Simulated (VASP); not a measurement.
# Fe in VASP: further runs, part 2 of 2

VASP 6.6.1. The steps go on from the part before.

## (3) Single point, LDA, collinear spin, antiferromagnetic start (9.60 Å³/atom)

This run uses another cell than the first one, of 9.60 Å³/atom.

The input, INCAR:

```
PREC     = Accurate       # precision mode
ENCUT    = 520            # plane-wave cutoff, eV
EDIFF    = 1E-6           # SCF threshold, eV
ISMEAR   = -1             # smearing method
SIGMA    = 0.05           # smearing width, eV
LREAL    = False          # projectors in reciprocal space
LASPH    = True           # aspherical terms in the spheres
NELM     = 150            # most SCF steps
ALGO     = Normal         # electronic algorithm
ISIF     = 2              # what is computed and relaxed
LWAVE    = False          # write WAVECAR
LCHARG   = False          # write CHGCAR
ISPIN    = 2              # spin polarisation
MAGMOM   = 2.5 -2.5       # initial moments
LORBIT   = 11             # projections on sites
LMAXMIX  = 4              # l up to which the mixer works
NBANDS   = 19             # bands
```

The input, KPOINTS:

```
regular mesh
0
Gamma
  15 15 11
```

The input, POSCAR:

```
Fe
1.0
    2.3851599471      0.0000000000      0.0000000000
    0.0000000000      2.3851599471      0.0000000000
    0.0000000000      0.0000000000      3.3740495863
Fe
2
Direct
    1.0000000000      0.0000000000      0.0000000000
    0.5000000000      0.5000000000      0.5000000000
```

Potentials or basis: VASP PAW LDA potentials, release 64 (Fe).

The run is started by

```
$ cat potpaw_LDA.64/Fe/POTCAR > POTCAR
$ mpirun -np 1 vasp_std > vasp.out
```

OUTCAR:

```text
PREC = Accurate
   ENCUT = 520
   EDIFF = 1E-6
   ISMEAR = -1
   LREAL = False
   LASPH = True
   NELM = 150
   ISIF = 2
   ISPIN = 2
   LORBIT = 11

 ion  position               nearest neighbor table
   1  0.000  0.000  0.000-   2 2.39   2 2.39   2 2.39   2 2.39   2 2.39   2 2.39   2 2.39   2 2.39

   2  0.500  0.500  0.500-   1 2.39   1 2.39   1 2.39   1 2.39   1 2.39   1 2.39   1 2.39   1 2.39

  LATTYP: Found a simple tetragonal cell.
 ALAT       =     2.3851599471
 C/A-ratio  =     1.4146009748

  Lattice vectors:

 A1 = (   2.3851599471,   0.0000000000,   0.0000000000)
 A2 = (   0.0000000000,   2.3851599471,   0.0000000000)
 A3 = (   0.0000000000,   0.0000000000,   3.3740495863)

Analysis of symmetry for initial positions (statically):
=====================================================================
 Subroutine PRICEL returns following result:

  LATTYP: Found a body centered tetragonal cell.
 ALAT       =     2.3851599471
 C/A-ratio  =     1.4146009748
[... 12 lines left out ...]
 Subroutine GETGRP returns: Found 16 space group operations
 (whereof 16 operations were pure point group operations)
 out of a pool of 16 trial point group operations.

The static configuration has the point symmetry D_4h.

Analysis of symmetry for dynamics (positions and initial velocities):
=====================================================================
 Subroutine PRICEL returns following result:

  LATTYP: Found a body centered tetragonal cell.
 ALAT       =     2.3851599471
 C/A-ratio  =     1.4146009748
[... 12 lines left out ...]
 Subroutine GETGRP returns: Found 16 space group operations
 (whereof 16 operations were pure point group operations)
 out of a pool of 16 trial point group operations.

The dynamic configuration has the point symmetry D_4h.

Analysis of structural, dynamic, and magnetic symmetry:
=====================================================================
 Subroutine PRICEL returns following result:

  LATTYP: Found a body centered tetragonal cell.
 ALAT       =     2.3851599471
 C/A-ratio  =     1.4146009748
[... 12 lines left out ...]
 Subroutine GETGRP returns: Found 16 space group operations
 (whereof 16 operations were pure point group operations)
 out of a pool of 16 trial point group operations.

The overall configuration has the point symmetry D_4h.

 Subroutine INISYM returns: Found 16 space group operations
 (whereof 16 operations are pure point group operations),
 and found     2 'primitive' translations

----------------------------------------------------------------------------------------

                                     Primitive cell

  volume of cell :       9.5975

  direct lattice vectors                    reciprocal lattice vectors
     1.192579974 -1.192579974 -1.687024793     0.419259095  0.000000000 -0.296379758
    -1.192579974  1.192579974 -1.687024793     0.000000000  0.419259095 -0.296379758
     1.192579974  1.192579974  1.687024793     0.419259095  0.419259095  0.000000000

  length of vectors
     2.385486667  2.385486667  2.385486667     0.513438555  0.513438555  0.592921898

  position of ions in fractional coordinates (direct lattice)
     0.000000000  0.000000000  0.000000000

  ion indices of the primitive-cell ions
   primitive index   ion index
                 1           1

----------------------------------------------------------------------------------------

 KPOINTS: regular mesh

Automatic generation of k-mesh.
 Grid dimensions read from file:
 generate k-points for:   15   15   11

[... 62 lines left out ...]
   NELM   =    150;   NELMIN=  2; NELMDL= -5     # of ELM steps
   EDIFF  = 0.1E-05   stopping-criterion for ELM
   LREAL  =      F    real-space projection
   EDIFFG = 0.1E-04   stopping-criterion for IOM
   NSW    =      0    number of steps for IOM
   IBRION =     -1    ionic relax: 0-MD 1-quasi-New 2-CG
   NFREE  =      0    steps in history (QN), initial steepest desc. (CG)
   ISIF   =      2    stress and relaxation
   ISYM   =      2    0-nonsym 1-usesym 2-fastsym
   POTIM  = 0.5000    time-step for ionic-motion
   TEBEG  =    0.0;   TEEND  =   0.0 temperature during run
   PSTRESS=    0.0 pullay stress
   NELECT =      16.0000    total number of electrons
   NUPDOWN=      -1.0000    fix difference up-down
   EMIN   =  10.00;   EMAX   =-10.00  energy-range for DOS
   EFERMI =   0.00;   METHOD = LEGACY
   ISMEAR =    -1;   SIGMA  =   0.05  broadening in eV -4-tet -1-fermi 0-gaus
   EFERMI_NEDOS =   21; number of points for ismear=-14 and -15
   IALGO  =     38    algorithm
   IMIX   =      4    mixing-type and parameters
     AMIX     =   0.40;   BMIX     =  1.00
     AMIX_MAG =   1.60;   BMIX_MAG =  1.00
  volume/ion in A,a.u.               =       9.60        64.77
  Fermi-wavevector in a.u.,A,eV,Ry     =   1.540704  2.911509 32.297104  2.373770
  Thomas-Fermi vector in A             =   2.646754
   LORBIT       =     11    0 simple, 1 ext, 2 COOP (PROOUT), +10 PAW based schemes
   GGA     = CA    functional components
   LHFCALC =     F    Hartree Fock is set to
   AEXX    =    0.0000 exact exchange contribution
   IVDW    =     0    specifies the selected vdW correction
   LEPSILON=     F    determine dielectric tensor
   LRPA    =     F    only Hartree local field effects (RPA)
 spin polarized calculation
  energy-cutoff  :      520.00
  volume of cell :       19.19
 maximum number of plane-waves:       531
 NGX is ok and might be reduce to    18
   NGX =  9   NGY =  9   NGZ = 13

 number of electron      16.0000007 magnetization       0.0000000

 number of electron      16.0000007 magnetization      -0.0000000

 Free energy of the ion-electron system (eV)
  ---------------------------------------------------
  ext. energy  EPLUGINS =         0.00000000
  ---------------------------------------------------
  free energy    TOTEN  =       -18.66503745 eV

  energy without entropy =      -18.64091638  energy(sigma->0) =      -18.65297691

 E-fermi :   7.4072     XC(G=0): -14.4254

 val. band max:        7.4060880903   @ k =   0.1333   0.0667   0.0909
 cond. band min:       7.4232018416   @ k =   0.0000   0.0000   0.1818
 fundamental gap:      0.0171137513
 Fermi energy:         7.4072108068

 spin component 1

 k-point     1 :       0.0000    0.0000    0.0000
  band No.  band energies     occupation
      1      -1.7342      1.00000
      2       2.0120      1.00000
      3       2.7900      1.00000
      4       5.6026      1.00000
      5       5.6047      1.00000
      6       5.6047      1.00000
[... 517 lines left out ...]
     18      29.8602      0.00000
     19      32.5662      0.00000

 [... further k-points ...]

 spin component 2

 k-point     1 :       0.0000    0.0000    0.0000
  band No.  band energies     occupation
      1      -1.7342      1.00000
      2       2.0120      1.00000
      3       2.7900      1.00000
      4       5.6026      1.00000
      5       5.6047      1.00000
      6       5.6047      1.00000
[... 517 lines left out ...]
     18      29.8602      0.00000
     19      32.5662      0.00000

 [... further k-points ...]

------------------------ aborting loop because EDIFF is reached ----------------------------------------

  FORCE on cell =-STRESS in cart. coord.  units (eV):
  Direction    XX          YY          ZZ          XY          YZ          ZX
  --------------------------------------------------------------------------------------
  -------------------------------------------------------------------------------------
  Total       -0.0443079     -0.0443079      0.0001905      0.0000000      0.0000000     -0.0000000
  in kB       -3.6983230     -3.6983230      0.0158984      0.0000000      0.0000000     -0.0000000
  external PRESSURE =      -2.4602492 kB  Pullay stress =       0.0000000 kB

 VOLUME and BASIS-vectors are now :
 -----------------------------------------------------------------------------
  energy-cutoff  :      520.00
  volume of cell :       19.19
      direct lattice vectors                 reciprocal lattice vectors
     2.385159947  0.000000000  0.000000000     0.419259095  0.000000000  0.000000000
     0.000000000  2.385159947  0.000000000     0.000000000  0.419259095  0.000000000
     0.000000000  0.000000000  3.374049586     0.000000000  0.000000000  0.296379758

 POSITION                                       TOTAL-FORCE (eV/Angst)
 -----------------------------------------------------------------------------------
      0.00000      0.00000      0.00000        -0.000000      0.000000      0.000000
      1.19258      1.19258      1.68702         0.000000     -0.000000      0.000000
 -----------------------------------------------------------------------------------
    total drift:                                0.000000     -0.000000     -0.000000

  FREE ENERGIE OF THE ION-ELECTRON SYSTEM (eV)
  ---------------------------------------------------
  free  energy   TOTEN  =       -18.6650374465 eV

  energy  without entropy=      -18.6409163820  energy(sigma->0) =      -18.65297691

 total charge

# of ion       s       p       d       tot
------------------------------------------
    1        0.570   0.693   6.414   7.676
    2        0.570   0.693   6.414   7.676
--------------------------------------------------
tot          1.140   1.385  12.827  15.353

 magnetization (x)

# of ion       s       p       d       tot
------------------------------------------
    1       -0.000   0.000   0.000   0.000
    2        0.000  -0.000  -0.000  -0.000
--------------------------------------------------
tot          0.000   0.000   0.000   0.000
```

Run time: 4.2 min. Hardware: 1 thread of Intel Xeon 8259CL, shared host; peak memory 0.22 GiB.

What came out:

| Item | Value |
| --- | --- |
| Free energy | -18.6650 eV |
| Pressure | -0.2 GPa |
| Band gap on the k mesh | zero (filled and empty bands overlap) |
| Net moment | 0.00 μB per cell |
| Valence electrons inside the program's atomic spheres | Fe 7.68 |

Stress tensor (GPa, compression positive):
```
-0.37  0.00  0.00
 0.00 -0.37  0.00
 0.00  0.00  0.00
```

Levels at points of the mesh, in eV from the Fermi level:
Spin up:
```tsv
k point	band 6	band 7	band 8	band 9	band 10	band 11
(0.00, 0.00, 0.00)	-1.80	-0.07	-0.07	1.08	1.41	1.41
```
Spin down:
```csv
k point,band 4,band 5,band 6,band 7,band 8,band 9,band 10,band 11,band 12,band 13
"(0.00, 0.00, 0.00)",-1.80,-1.80,-1.80,-0.07,-0.07,1.08,1.41,1.41,3.49,12.54
```
